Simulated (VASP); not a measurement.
# Ge7H2: single point with LDA

System: Ge7H2, a slab with vacuum.

```xyz
18
Lattice="3.9752 0.0000 0.0000 0.0000 7.9505 0.0000 0.0000 0.0000 22.1892" Properties=species:S:1:pos:R:3 pbc="T T T"
Ge    0.0000    1.9876    4.9064
Ge    0.0000    5.9628    4.9064
Ge    0.0000    3.9752    6.3119
Ge    0.0000    0.0000    6.3119
Ge    1.9876    3.9752    7.7174
Ge    1.9876    0.0000    7.7174
Ge    1.9876    5.9898    9.2197
Ge    1.9876    1.9717    9.0889
Ge    0.0000    5.9944   10.7145
Ge    0.0000    2.0421   10.4689
Ge    0.0000    0.1435   12.1301
Ge    0.0000    3.8973   12.0321
Ge    1.9876    1.2401   13.0911
Ge    1.9876    3.6653   13.5221
H    -1.2266    1.9876    3.9868
H     1.2266    1.9876    3.9868
H     1.2241    5.9628    3.9812
H    -1.2241    5.9628    3.9812
```

* Program: VASP 6.6.1
* Task: single point
* Functional: LDA
* Potentials or basis: VASP PAW LDA potentials, release 64 (Ge_d, H)
* Cutoff: 520 eV
* k mesh: 6 × 3 × 1
* Occupations: gaussian, width 0.05 eV
* Spin: no spin polarisation
* Dipole correction: yes
* Further INCAR settings: LREAL = Auto; ALGO = Normal; EDIFF = 1e-06; NBANDS = 115

```json
{
 "Largest force": "0.820 eV/Å",
 "Band gap on the k mesh": "0.07 eV (least direct gap 0.40 eV)"
}
```

Forces on the atoms (eV/Å):
```
Ge   0.000 -0.027  0.336
Ge   0.000  0.020  0.252
Ge   0.000  0.141 -0.196
Ge   0.000 -0.125 -0.153
Ge   0.000  0.246  0.279
Ge   0.000 -0.253  0.005
Ge   0.000  0.005  0.006
Ge   0.000 -0.002  0.007
Ge   0.000  0.001  0.009
Ge   0.000 -0.019 -0.006
Ge   0.000 -0.023  0.011
Ge   0.000  0.021  0.017
Ge   0.000  0.019 -0.820
Ge   0.000 -0.003  0.298
H   -0.020  0.013 -0.020
H    0.020  0.013 -0.020
H    0.001 -0.014 -0.003
H   -0.001 -0.014 -0.003
```

Levels at points of the mesh, in eV from the valence-band top:
| k point | band 98 | band 99 | band 100 | band 101 | band 102 | band 103 |
| --- | --- | --- | --- | --- | --- | --- |
| (0.00, 0.00, 0.00) | -0.34 | -0.30 | -0.14 | 0.25 | 0.89 | 1.25 |
| (0.50, 0.00, 0.00) | -0.97 | -0.94 | -0.82 | 0.07 | 0.69 | 1.18 |

Run time: 23 min on 1 thread of Intel(R) Xeon(R) 6975P-C (Granite Rapids) (shared host), peak memory 0.67 GiB.
